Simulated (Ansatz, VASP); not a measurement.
# One calculation of ZrC, two programs

File INCAR:

```
SYSTEM = ZrC
  PREC = Accurate
  ENCUT = 520
  EDIFF = 1E-6
  ISMEAR = 0
  SIGMA = 0.15
  LREAL = .False.
  LASPH = .True.
  NELM = 60
  ALGO = Normal
  ISIF = 2
  LWAVE = .False.
  LCHARG = .False.
  NBANDS = 15
```

Contents of KPOINTS:

```
regular mesh
0
Gamma
  16 16 16
  0 0 0
```

File POSCAR:

```
ZrC
1.0
    0.0000000000      2.3207286109      2.3207286109
    2.3207286109      0.0000000000      2.3207286109
    2.3207286109      2.3207286109      0.0000000000
Zr C
1 1
Direct
    0.4983745445      0.5016254555      0.5081329510
    0.0123452608     -0.0123452608     -0.0617693940
```

Input for Ansatz:

```yaml
crystal:
  lattice:
    - [0.0, 2.3207286109, 2.3207286109]
    - [2.3207286109, 0.0, 2.3207286109]
    - [2.3207286109, 2.3207286109, 0.0]
  atoms:
    - { symbol: Zr, position: [0.4983745445, 0.5016254555, 0.508132951] }
    - { symbol: C, position: [0.0123452608, -0.0123452608, -0.061769394] }
basis:
  ecutwfc: 520.0
kpoints:
  mp_grid: { grid: [16, 16, 16] }
hamiltonian:
  xc: lda
scf:
  occupations: { method: gaussian, width: 0.15 }
output:
  forces: true
  stress: true
  eigenvalues: true
```

Change from the starting cell: mode 4 frozen in at -0.172 Å and mode 5 at -0.115 Å (largest displacements).

Alike in both runs: task single point; functional LDA; k mesh 16 × 16 × 16; occupations gaussian, width 0.15 eV; no spin polarisation.

```csv
,VASP,Ansatz
version,VASP 6.6.1,Ansatz 0.2.0
potentials or method,"VASP PAW LDA potentials, release 64 (Zr_sv, C), cutoff 520 eV","scalar-relativistic, plane waves, PAW"
valence electrons in the cell,16,16
```

VASP gave:

| Property | Result |
| --- | --- |
| gap on the k mesh at the Fermi level (eV) | none |
| pressure (GPa) | 5.4 |
| traceless stress, the component that is largest in VASP (GPa) | 6.51 |
| rms of the force components (eV/Å) | 1.085 |

Task: What did Ansatz give for the same quantities?

Result: gap on the k mesh at the Fermi level (eV): none; pressure (GPa): 4.7; traceless stress, the component that is largest in VASP (GPa): 6.47; rms of the force components (eV/Å): 1.074.

LDA's correlation is that of Perdew and Zunger in VASP and of Perdew and Wang (1992) in Ansatz. Atom by atom the forces differ by 0.012 eV/Å (rms over components). A gap of «none» marks a metal or a gap that the smearing closes.
